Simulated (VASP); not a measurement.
# LiLaTe3 (Pm-3m) in VASP: relaxation of cell and atoms with LDA

Aim: the relaxation of cell and atoms of LiLaTe3 with LDA.

Everything below comes from runs of VASP 6.6.1. Logs are shortened: lines on timing, memory, paths and dates and some standing lists are left out, and cuts for length are marked.

### Step 1. The cell of the first run

Symmetry: Pm-3m, No. 221, cubic system. Conventional cell: a = 5.066 Å, b = 5.066 Å, c = 5.066 Å, α = 90.00°, β = 90.00°, γ = 90.00°. La (site symmetry m-3m) has 12 Te at 3.58 Å and 8 Li at 4.39 Å within 4.7 Å. Within 3.3 Å of Li (site symmetry m-3m) lie 6 Te at 2.53 Å. Te (site symmetry 4/mmm) has 2 Li at 2.53 Å within 3.3 Å.

### Step 2. Relaxation of cell and atoms, LDA

The input, INCAR:

```
PREC = Accurate ; ENCUT = 600
EDIFF = 1E-7 ; ISMEAR = 1
SIGMA = 0.02 ; LREAL = F
LASPH = T ; NELM = 100
ALGO = Normal ; ISIF = 3
LWAVE = F ; LCHARG = F
IBRION = 2 ; NSW = 80
EDIFFG = -0.03
```

The input, KPOINTS:

```
Automatic mesh
0
Gamma
  8 8 8
```

The input, POSCAR:

```
LiLaTe3
1.0
    5.0661341493      0.0000000000      0.0000000000
    0.0000000000      5.0661341493      0.0000000000
    0.0000000000      0.0000000000      5.0661341493
La Li Te
1 1 3
Direct
    0.0000000000      0.0000000000      0.0000000000
    0.5000000000      0.5000000000      0.5000000000
    0.5000000000      0.5000000000      0.0000000000
    0.0000000000      0.5000000000      0.5000000000
    0.5000000000      0.0000000000      0.5000000000
```

Potentials or basis: VASP PAW LDA potentials, release 64 (La, Li_sv, Te).

Run with:

```
$ cat potpaw_LDA.64/La/POTCAR potpaw_LDA.64/Li_sv/POTCAR potpaw_LDA.64/Te/POTCAR > POTCAR
$ mpirun -np 1 vasp_std > vasp.out
```

OUTCAR:

```text
PREC = Accurate
   ENCUT = 600
   EDIFF = 1E-7
   ISMEAR = 1
   LREAL = F
   LASPH = T
   NELM = 100
   ISIF = 3
   IBRION = 2
   NSW = 80
   EDIFFG = -0.03

 ion  position               nearest neighbor table
   1  0.000  0.000  0.000-   3 3.58   4 3.58   5 3.58   4 3.58   5 3.58   3 3.58   4 3.58   4 3.58
                             3 3.58   5 3.58   5 3.58   3 3.58
   2  0.500  0.500  0.500-   3 2.53   4 2.53   5 2.53   3 2.53   5 2.53   4 2.53
   3  0.500  0.500  0.000-   2 2.53   2 2.53   4 3.58   5 3.58   1 3.58   4 3.58   5 3.58   1 3.58
                             5 3.58   5 3.58   1 3.58   4 3.58   4 3.58   1 3.58
   4  0.000  0.500  0.500-   2 2.53   2 2.53   3 3.58   5 3.58   1 3.58   3 3.58   1 3.58   5 3.58
                             1 3.58   1 3.58   3 3.58   5 3.58   3 3.58   5 3.58
   5  0.500  0.000  0.500-   2 2.53   2 2.53   3 3.58   4 3.58   1 3.58   3 3.58   1 3.58   3 3.58
                             4 3.58   3 3.58   1 3.58   4 3.58   1 3.58   4 3.58

  LATTYP: Found a simple cubic cell.
 ALAT       =     5.0661341493

  Lattice vectors:

 A1 = (   5.0661341493,   0.0000000000,   0.0000000000)
 A2 = (   0.0000000000,   5.0661341493,   0.0000000000)
 A3 = (   0.0000000000,   0.0000000000,   5.0661341493)

Analysis of symmetry for initial positions (statically):
=====================================================================
 Subroutine PRICEL returns:
 Original cell was already a primitive cell.

 Routine SETGRP: Setting up the symmetry group for a
 simple cubic supercell.

 Subroutine GETGRP returns: Found 48 space group operations
 (whereof 48 operations were pure point group operations)
 out of a pool of 48 trial point group operations.

The static configuration has the point symmetry O_h .

Analysis of symmetry for dynamics (positions and initial velocities):
=====================================================================
 Subroutine PRICEL returns:
 Original cell was already a primitive cell.

 Routine SETGRP: Setting up the symmetry group for a
 simple cubic supercell.

 Subroutine GETGRP returns: Found 48 space group operations
 (whereof 48 operations were pure point group operations)
 out of a pool of 48 trial point group operations.

The dynamic configuration has the point symmetry O_h .

 Subroutine INISYM returns: Found 48 space group operations
 (whereof 48 operations are pure point group operations),
 and found     1 'primitive' translations

----------------------------------------------------------------------------------------

                                     Primitive cell

  volume of cell :     130.0260

  direct lattice vectors                    reciprocal lattice vectors
     5.066134149  0.000000000  0.000000000     0.197389167  0.000000000  0.000000000
     0.000000000  5.066134149  0.000000000     0.000000000  0.197389167  0.000000000
     0.000000000  0.000000000  5.066134149     0.000000000  0.000000000  0.197389167

  length of vectors
     5.066134149  5.066134149  5.066134149     0.197389167  0.197389167  0.197389167

  position of ions in fractional coordinates (direct lattice)
     0.000000000  0.000000000  0.000000000
     0.500000000  0.500000000  0.500000000
     0.500000000  0.500000000  0.000000000
     0.000000000  0.500000000  0.500000000
     0.500000000  0.000000000  0.500000000

  ion indices of the primitive-cell ions
   primitive index   ion index
                 1           1
                 2           2
                 3           3
                 4           4
                 5           5

----------------------------------------------------------------------------------------

 KPOINTS: Automatic mesh

Automatic generation of k-mesh.
 Grid dimensions read from file:
 generate k-points for:    8    8    8

 Generating k-lattice:

  Cartesian coordinates                     Fractional coordinates (reciprocal lattice)
     0.024673646  0.000000000  0.000000000     0.125000000  0.000000000  0.000000000
     0.000000000  0.024673646  0.000000000     0.000000000  0.125000000  0.000000000
     0.000000000  0.000000000  0.024673646     0.000000000  0.000000000  0.125000000

  Length of vectors
     0.024673646  0.024673646  0.024673646

  Shift w.r.t. Gamma in fractional coordinates (k-lattice)
     0.000000000  0.000000000  0.000000000

 Subroutine IBZKPT returns following result:
 ===========================================

 Found     35 irreducible k-points:

 Following reciprocal coordinates:
            Coordinates               Weight
  0.000000  0.000000  0.000000      1.000000
  0.125000  0.000000  0.000000      6.000000
  0.250000  0.000000  0.000000      6.000000
  0.375000  0.000000  0.000000      6.000000
  0.500000  0.000000  0.000000      3.000000
  0.125000  0.125000  0.000000     12.000000
[... 16 lines left out ...]
  0.375000  0.375000  0.125000     24.000000
  0.500000  0.375000  0.125000     24.000000
 [... further k-points ...]
   k-points           NKPTS =     35   k-points in BZ     NKDIM =     35   number of bands    NBANDS=     20
   number of dos      NEDOS =    301   number of ions     NIONS =      5
   total plane-waves  NPLWV =  64000
   dimension x,y,z NGX =    40 NGY =   40 NGZ =   40
   dimension x,y,z NGXF=    80 NGYF=   80 NGZF=   80
   ions per type =               1   1   3
   NGX,Y,Z   is equivalent  to a cutoff of  13.13, 13.13, 13.13 a.u.
   NGXF,Y,Z  is equivalent  to a cutoff of  26.25, 26.25, 26.25 a.u.
 SYSTEM =  unknown system
   PREC   = accura    normal or accurate (medium, high low for compatibility)
   ISTART =      0    job   : 0-new  1-cont  2-samecut
   ICHARG =      2    charge: 1-file 2-atom 10-const
   ISPIN  =      1    spin polarized calculation?
   LNONCOLLINEAR =      F non collinear calculations
   LSORBIT =      F    spin-orbit coupling
   LASPH  =      T    aspherical Exc in radial PAW
   ENCUT  =  600.0 eV  44.10 Ry    6.64 a.u.  10.12 10.12 10.12*2*pi/ulx,y,z
   NELM   =    100;   NELMIN=  2; NELMDL= -5     # of ELM steps
   EDIFF  = 0.1E-06   stopping-criterion for ELM
   LREAL  =      F    real-space projection
   EDIFFG = -.3E-01   stopping-criterion for IOM
   NSW    =     80    number of steps for IOM
   IBRION =      2    ionic relax: 0-MD 1-quasi-New 2-CG
   NFREE  =      1    steps in history (QN), initial steepest desc. (CG)
   ISIF   =      3    stress and relaxation
   ISYM   =      2    0-nonsym 1-usesym 2-fastsym
   POTIM  = 0.5000    time-step for ionic-motion
   TEBEG  =    0.0;   TEEND  =   0.0 temperature during run
   PSTRESS=    0.0 pullay stress
   NELECT =      32.0000    total number of electrons
   NUPDOWN=      -1.0000    fix difference up-down
   EMIN   =  10.00;   EMAX   =-10.00  energy-range for DOS
   EFERMI =   0.00;   METHOD = LEGACY
   ISMEAR =     1;   SIGMA  =   0.02  broadening in eV -4-tet -1-fermi 0-gaus
   EFERMI_NEDOS =   21; number of points for ismear=-14 and -15
   IALGO  =     38    algorithm
   IMIX   =      4    mixing-type and parameters
     AMIX     =   0.40;   BMIX     =  1.00
     AMIX_MAG =   1.60;   BMIX_MAG =  1.00
  volume/ion in A,a.u.               =      26.01       175.49
  Fermi-wavevector in a.u.,A,eV,Ry     =   1.025923  1.938714 14.320379  1.052518
  Thomas-Fermi vector in A             =   2.159789
   LORBIT       =      0    0 simple, 1 ext, 2 COOP (PROOUT), +10 PAW based schemes
   GGA     = CA    functional components
   LHFCALC =     F    Hartree Fock is set to
   AEXX    =    0.0000 exact exchange contribution
   IVDW    =     0    specifies the selected vdW correction
   LEPSILON=     F    determine dielectric tensor
   LRPA    =     F    only Hartree local field effects (RPA)
 conjugate gradient relaxation of ions
 non-spin polarized calculation
 Methfessel and Paxton  Order N= 1 SIGMA  =   0.02
  energy-cutoff  :      600.00
  volume of cell :      130.03
 maximum number of plane-waves:      4385
   NGX = 21   NGY = 21   NGZ = 21

 number of electron      32.0000011 magnetization

 Free energy of the ion-electron system (eV)
  ---------------------------------------------------
  ext. energy  EPLUGINS =         0.00000000
  ---------------------------------------------------
  free energy    TOTEN  =       -22.58389997 eV

  energy without entropy =      -22.58361029  energy(sigma->0) =      -22.58380341

 E-fermi :   7.6967     XC(G=0): -10.0313

 val. band max:        7.6941922819   @ k =   0.5000   0.3750   0.1250
 cond. band min:       7.7032220333   @ k =   0.3750   0.2500   0.2500
 fundamental gap:      0.0090297514
 Fermi energy:         7.6967211597

 k-point     1 :       0.0000    0.0000    0.0000
  band No.  band energies     occupation
      1     -37.1589      2.00000
      2     -25.6572      2.00000
      3      -9.3682      2.00000
      4      -9.3682      2.00000
      5      -9.3682      2.00000
      6      -4.9847      2.00000
[... 12 lines left out ...]
     19       8.2562      0.00000
     20       8.6553      0.00000

 k-point     2 :       0.1250    0.0000    0.0000
  band No.  band energies     occupation
      1     -37.1589      2.00000
      2     -25.6570      2.00000
      3      -9.3834      2.00000
      4      -9.3666      2.00000
      5      -9.3666      2.00000
      6      -4.9066      2.00000
[... 12 lines left out ...]
     19       8.6058      0.00000
     20       8.6965      0.00000
[... 465 lines left out ...]
      3      -9.4304      2.00000
      4      -9.4246      2.00000
      5      -9.3608      2.00000
      6      -3.8903      2.00000
[... 12 lines left out ...]
     19       8.8698      0.00000
     20       8.9159      0.00000

 k-point    24 :       0.5000    0.3750    0.1250
  band No.  band energies     occupation
      1     -37.1593      2.00000
      2     -25.6541      2.00000
      3      -9.4391      2.00000
      4      -9.4234      2.00000
      5      -9.3591      2.00000
      6      -3.7107      2.00000
[... 12 lines left out ...]
     19       8.8572      0.00000
     20       8.9044      0.00000

 [... further k-points ...]

------------------------ aborting loop because EDIFF is reached ----------------------------------------

  FORCE on cell =-STRESS in cart. coord.  units (eV):
  Direction    XX          YY          ZZ          XY          YZ          ZX
  --------------------------------------------------------------------------------------
  -------------------------------------------------------------------------------------
  Total        0.0442995      0.0442995      0.0442995      0.0000000      0.0000000     -0.0000000
  in kB        0.5458578      0.5458578      0.5458578      0.0000000      0.0000000     -0.0000000
  external PRESSURE =       0.5458578 kB  Pullay stress =       0.0000000 kB

 VOLUME and BASIS-vectors are now :
 -----------------------------------------------------------------------------
  energy-cutoff  :      600.00
  volume of cell :      130.03
      direct lattice vectors                 reciprocal lattice vectors
     5.066134149  0.000000000  0.000000000     0.197389167  0.000000000  0.000000000
     0.000000000  5.066134149  0.000000000     0.000000000  0.197389167  0.000000000
     0.000000000  0.000000000  5.066134149     0.000000000  0.000000000  0.197389167

 POSITION                                       TOTAL-FORCE (eV/Angst)
 -----------------------------------------------------------------------------------
      0.00000      0.00000      0.00000         0.000000      0.000000      0.000000
      2.53307      2.53307      2.53307         0.000000      0.000000      0.000000
      2.53307      2.53307      0.00000         0.000000      0.000000      0.000000
      0.00000      2.53307      2.53307         0.000000      0.000000      0.000000
      2.53307      0.00000      2.53307         0.000000      0.000000      0.000000
 -----------------------------------------------------------------------------------
    total drift:                                0.000000      0.000000     -0.000000

  FREE ENERGIE OF THE ION-ELECTRON SYSTEM (eV)
  ---------------------------------------------------
  free  energy   TOTEN  =       -22.5838999719 eV

  energy  without entropy=      -22.5836102949  energy(sigma->0) =      -22.58380341

 reached required accuracy - stopping structural energy minimisation
```

Run time: 1.9 min. Hardware: 1 thread of Intel Xeon 8581C, shared host; peak memory 0.3 GiB.

What came out:

- Free energy: -22.5839 eV
- Pressure after relaxing: 0.1 GPa
- Band gap on the k mesh: zero (bands 16 and 17 overlap by 1.34 eV)

Final structure:
```
La Li Te
1.0
     5.06613    0.00000    0.00000
     0.00000    5.06613    0.00000
     0.00000    0.00000    5.06613
La Li Te
1 1 3
Direct
  0.00000 0.00000 0.00000
  0.50000 0.50000 0.50000
  0.50000 0.50000 0.00000
  0.00000 0.50000 0.50000
  0.50000 0.00000 0.50000
```

Caveat: the cutoff is under 1.25 times the usual one of these potentials, so pressure, stress and relaxed cells hold a basis-set (Pulay) error; the relaxation stopped at its first step, so nothing moved; spin-orbit coupling is left out, which moves the levels of the heavy elements.
